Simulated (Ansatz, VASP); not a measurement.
## K2SiB2 in VASP and in Ansatz

```xyz
5
Lattice="-1.4144 1.4144 10.8777 1.4144 -1.4144 10.8777 1.4144 1.4144 -10.8777" Properties=species:S:1:pos:R:3 pbc="T T T"
K     0.0000    0.0000    8.2057
K     0.0000    0.0000   13.5498
Si    0.0000    0.0000    0.0000
B     0.0000    1.4144    5.4389
B     1.4144    0.0000    5.4389
```

Change from the starting cell: species swapped into the LuFe2Si2 type (I4/mmm, No. 139).

Alike in both runs: functional PBE; k mesh 6 × 6 × 6; occupations gaussian, width 0.1 eV; no spin polarisation.

Ansatz relaxed the structure, and its values are those at the end. VASP's run is a single point on that final structure, the one shown.

```csv
,VASP,Ansatz
version,VASP 6.6.1,Ansatz 0.2.0
potentials or method,"VASP PAW PBE potentials, release 64 (K_sv, Si, B), cutoff 520 eV","scalar-relativistic, plane waves, PAW"
valence electrons in the cell,28,28
```

VASP gave:

| Quantity | Value |
| --- | --- |
| gap on the k mesh at the Fermi level (eV) | none |
| pressure (GPa) | 0.2 |

Question: Which values does Ansatz return?

Answer: gap on the k mesh at the Fermi level (eV): none; pressure (GPa): 0.0.

A gap of «none» marks a metal or a gap that the smearing closes. The functional is the same, so the differences come from potentials, cutoffs and numerics.

The k mesh is coarse, so the values compare programs but aren't converged.
